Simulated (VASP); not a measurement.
A run of VASP 6.6.1 is set up as follows.

Contents of INCAR:

```
SYSTEM = TiO
PREC = Accurate ; ENCUT = 600
EDIFF = 1E-6 ; ISMEAR = 0
SIGMA = 0.1 ; LREAL = .False.
LASPH = .True. ; NELM = 100
ALGO = Normal ; ISIF = 4
LWAVE = .False. ; LCHARG = .False.
GGA = PS ; IBRION = 2
NSW = 50 ; EDIFFG = -0.01
```

KPOINTS

```
regular mesh
0
Gamma
  18 18 16
  0 0 0
```

File POSCAR:

```
TiO
1.0
    2.8165003554      0.0000000000      0.0000000000
   -1.4082501777      2.4391608576      0.0000000000
    0.0000000000      0.0000000000      2.8217420367
Ti O
1 1
Direct
    0.6666666667      0.3333333333      0.0000000000
    0.0000000000      0.0000000000      0.5000000000
```

Potentials or basis: VASP PAW PBE potentials, release 64 (Ti_sv, O).

Command:

```bash
$ cat potpaw_PBE.64/Ti_sv/POTCAR potpaw_PBE.64/O/POTCAR > POTCAR
$ mpirun -np 1 vasp_std > vasp.out
```

(1) What does it give for the band gap on the k mesh?

Answers

(1) zero (band 9 reaches 11.29 eV, above the bottom of band 10 at 11.22 eV).

Caveat: semilocal functionals often make such compounds metallic where correlation or magnetic order opens a gap, which also shifts bond lengths.
